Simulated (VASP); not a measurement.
Crystal: ScAl3.

```
CELL_PARAMETERS angstrom
4.08781 0.00000 0.00000
0.00000 4.08781 0.00000
0.00000 0.00000 4.08781
ATOMIC_POSITIONS crystal
Sc 0.00000 0.00000 0.00000
Al 0.50000 0.00000 0.50000
Al 0.00000 0.50000 0.50000
Al 0.50000 0.50000 0.00000
```

| Item | Value |
| --- | --- |
| Program | VASP 6.6.1 |
| Task | relaxation of cell and atoms |
| Functional | revPBE |
| Dispersion | D3(BJ) |
| Potentials or basis | VASP PAW PBE potentials, release 64 (Sc_sv, Al) |
| Cutoff | 600 eV |
| k mesh | 6 × 6 × 6 |
| Occupations | fermi-dirac, width 0.1 eV |
| Spin | no spin polarisation |

At the start: pressure -4.3 GPa; volume 17.08 Å³/atom.

Problem. How do energy, volume and symmetry change on relaxing?

Solution. Over 3 steps the energy falls by 11.1 meV/atom and the volume is 16.27 Å³/atom (-4.7 %); space group Pm-3m (No. 221, to 0.05 Å).

Step by step:
```tsv
step	energy change (eV)	largest force (eV/Å)	pressure (GPa)	volume (Å³)
1	0.0000	0.0000	-4.25	68.31
2	-0.0380	0.0000	1.84	63.92
3	-0.0446	0.0000	0.00	65.09
```

Final structure:
```yaml
crystal:
  lattice:
    - [4.02252, 0.00000, 0.00000]
    - [0.00000, 4.02252, 0.00000]
    - [0.00000, 0.00000, 4.02252]
  atoms:
    - { symbol: Sc, position: [0.00000, 0.00000, 0.00000] }
    - { symbol: Al, position: [0.50000, 0.00000, 0.50000] }
    - { symbol: Al, position: [0.00000, 0.50000, 0.50000] }
    - { symbol: Al, position: [0.50000, 0.50000, 0.00000] }
```

Caveat: the PAW data sets were made with another functional, which shifts forces and pressure a little; pairwise dispersion overbinds metals, which lowers pressure and volume.
